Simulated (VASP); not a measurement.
Nd2BeCl:

```
CELL_PARAMETERS angstrom
4.62464 0.00000 0.00000
0.00000 4.62464 0.00000
0.00000 0.00000 5.11244
ATOMIC_POSITIONS crystal
Nd 0.00000 0.50000 0.00000
Nd 0.50000 0.00000 0.00000
Be 0.00000 0.00000 0.50000
Cl 0.00000 0.00000 0.00000
```

The cell was generated, and may not be a known phase.

| Item | Value |
| --- | --- |
| Program | VASP 6.6.1 |
| Task | relaxation of cell and atoms |
| Functional | PBE |
| Potentials or basis | VASP PAW PBE potentials, release 64 (Nd_3, Be, Cl), 4f in core |
| Cutoff | 600 eV |
| k mesh | 4 × 4 × 4 |
| Occupations | gaussian, width 0.2 eV |
| Spin | no spin polarisation |

At the start: pressure 25.7 GPa; volume 27.34 Å³/atom.

**Question.** How do energy, volume and symmetry change on relaxing?

**Answer.** Over 12 steps the energy falls by 1191.2 meV/atom and the volume is 29.55 Å³/atom (+8.1 %); space group P4/mmm (No. 123, to 0.1 Å) before and after.

Step by step:
```
step  energy change (eV)  largest force (eV/Å)  pressure (GPa)  volume (Å³)
   1              0.0000                0.0000           25.72       109.34
   2             -2.6517                0.0000           -6.51       186.39
   3             -3.9628                0.0000           -2.94       146.54
   4             -3.9638                0.0000           -2.73       145.76
   5             -3.9630                0.0000           -2.52       144.99
   6             -4.3765                0.0000           -2.63       135.57
   7             -4.1462                0.0000            5.28       107.11
   8             -4.7089                0.0000           -1.63       125.70
   9             -4.7538                0.0000           -0.13       119.14
  10             -4.7613                0.0000           -0.65       121.08
  11             -4.7612                0.0000           -0.53       120.60
  12             -4.7646                0.0000            0.39       118.19
```

Final structure:
```yaml
crystal:
  lattice:
    - [5.37014, 0.00000, 0.00000]
    - [0.00000, 5.37014, 0.00000]
    - [0.00000, 0.00000, 4.09849]
  atoms:
    - { symbol: Nd, position: [0.00000, 0.50000, 0.00000] }
    - { symbol: Nd, position: [0.50000, 0.00000, 0.00000] }
    - { symbol: Be, position: [0.00000, 0.00000, 0.50000] }
    - { symbol: Cl, position: [0.00000, 0.00000, 0.00000] }
```

Caveat: a cell axis changed by over 15 % at a fixed basis, so the end point is rough; the run has no spin polarisation, though such a crystal can be magnetic.
